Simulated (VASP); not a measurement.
**TiSi: single point with r2SCAN**

The system is TiSi.

```
CELL_PARAMETERS angstrom
6.30660 0.00000 0.00000
0.00000 3.52641 0.00000
0.00000 0.00000 5.06301
ATOMIC_POSITIONS crystal
Ti 0.67599 0.25000 0.37139
Ti 0.32401 0.75000 0.62861
Ti 0.82401 0.75000 0.87139
Ti 0.17599 0.25000 0.12861
Si 0.54389 0.25000 0.85535
Si 0.45611 0.75000 0.14465
Si 0.95611 0.75000 0.35535
Si 0.04389 0.25000 0.64465
```

This cell differs from its parent crystal: strain -0.030 along x and y, +0.015 along z.

* Program: VASP 6.6.1
* Task: single point
* Functional: r2SCAN
* Potentials or basis: VASP PAW PBE potentials, release 64 (Ti_sv, Si)
* Cutoff: 520 eV
* k mesh: 6 × 12 × 8
* Occupations: gaussian, width 0.15 eV
* Spin: no spin polarisation

```
Pressure               : 8.4 GPa
Largest force          : 0.392 eV/Å
Band gap on the k mesh : zero (bands 32 and 33 overlap by 0.36 eV)
```

Forces in eV/Å, atoms in the order of the input:
```
Ti  -0.367  0.000  0.137
Ti   0.367  0.000 -0.137
Ti   0.367  0.000  0.137
Ti  -0.367  0.000 -0.137
Si  -0.030  0.000 -0.040
Si   0.030  0.000  0.040
Si   0.030  0.000 -0.040
Si  -0.030  0.000  0.040
```

Stress tensor (GPa, compression positive):
```
12.47  0.00  0.00
 0.00 13.36  0.00
 0.00  0.00 -0.72
```

Levels at points of the mesh, in eV from the Fermi level:
| k point | band 29 | band 30 | band 31 | band 32 | band 33 | band 34 | band 35 | band 36 |
| --- | --- | --- | --- | --- | --- | --- | --- | --- |
| (0.00, 0.00, 0.00) | -0.70 | -0.60 | -0.28 | -0.12 | 0.32 | 0.79 | 0.80 | 0.82 |
| (0.50, 0.00, 0.00) | -0.80 | -0.80 | -0.58 | -0.58 | 0.58 | 0.58 | 0.74 | 0.74 |
| (0.00, 0.50, 0.00) | -1.88 | -1.88 | -1.79 | -1.79 | 1.63 | 1.63 | 1.97 | 1.97 |
| (0.50, 0.50, 0.00) | -1.91 | -1.91 | -1.91 | -1.91 | 1.97 | 1.97 | 1.97 | 1.97 |
| (0.00, 0.00, 0.50) | -1.03 | -1.03 | -0.17 | -0.17 | 0.50 | 0.50 | 0.83 | 0.83 |
| (0.50, 0.00, 0.50) | -0.98 | -0.98 | -0.69 | -0.69 | 0.43 | 0.43 | 0.85 | 0.85 |
| (0.00, 0.50, 0.50) | -0.59 | -0.59 | -0.48 | -0.48 | -0.07 | -0.07 | 0.78 | 0.78 |
| (0.50, 0.50, 0.50) | -1.55 | -1.55 | -1.55 | -1.55 | 1.49 | 1.49 | 1.49 | 1.49 |

It took 78 min on 1 thread of Oxide Virtual Turin-like Processor, on a shared host, peak memory 0.55 GiB.

Caveat: the cell differs from its parent crystal (strain -0.030 along x and y, +0.015 along z); the cell stands under pressure; the PAW data sets were made with another functional, which shifts forces and pressure a little.
